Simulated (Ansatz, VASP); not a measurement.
## Two plane-wave programs on Ir

File INCAR:

```
SYSTEM = Ir
PREC = Accurate ; ENCUT = 520
EDIFF = 1E-6 ; ISMEAR = 0
SIGMA = 0.15 ; LREAL = .False.
LASPH = .True. ; NELM = 100
ALGO = Fast ; ISIF = 2
LWAVE = .False. ; LCHARG = .False.
GGA = PE ; NBANDS = 10
```

KPOINTS

```
regular mesh
0
Gamma
  22 22 22
  0 0 0
```

File POSCAR:

```
Ir
1.0
    0.0000000000      1.9964880000      2.0732760000
    1.9964880000      0.0000000000      2.0732760000
    1.9964880000      1.9964880000      0.0000000000
Ir
1
Direct
    0.0000000000      0.0000000000      0.0000000000
```

Input for Ansatz:

```yaml
crystal:
  lattice:
    - [0.0, 1.996488, 2.073276]
    - [1.996488, 0.0, 2.073276]
    - [1.996488, 1.996488, 0.0]
  atoms:
    - { symbol: Ir, position: [0.0, 0.0, 0.0] }
basis:
  ecutwfc: 420
kpoints:
  mp_grid: { grid: [22, 22, 22] }
hamiltonian:
  xc: pbe
scf:
  occupations: { method: gaussian, width: 0.15 }
output:
  forces: true
  stress: true
  eigenvalues: true
```

Change from the starting cell: strain +0.040 along x and y, +0.080 along z, atoms carried along.

Alike in both runs: task single point; functional PBE; k mesh 22 × 22 × 22; occupations gaussian, width 0.15 eV; no spin polarisation.

```csv
,VASP,Ansatz
version,VASP 6.6.1,Ansatz 0.2.0
potentials or method,"VASP PAW PBE potentials, release 64 (Ir), cutoff 520 eV","scalar-relativistic, plane waves, PAW"
valence electrons in the cell,9,17
```

|  | VASP | Ansatz | Ansatz less VASP |
| --- | --- | --- | --- |
| gap on the k mesh at the Fermi level (eV) | none | none | - |
| pressure (GPa) | -31.8 | -32.1 | -0.29 |
| traceless stress, the component that is largest in VASP (GPa) | -5.94 | -6.00 | -0.056 |

A gap of «none» marks a metal or a gap that the smearing closes. Both programs put the cell under strong tension, so it lies far from rest at this level. With one functional, cell and mesh, what is left measures potentials, basis and numerics. VASP's potentials hold 9 valence electrons a cell and Ansatz's 17, so a difference there can come from the potentials and not from the codes.

Neither program's run includes spin-orbit coupling. Noted on VASP's run: the cell as given lies far from equilibrium.
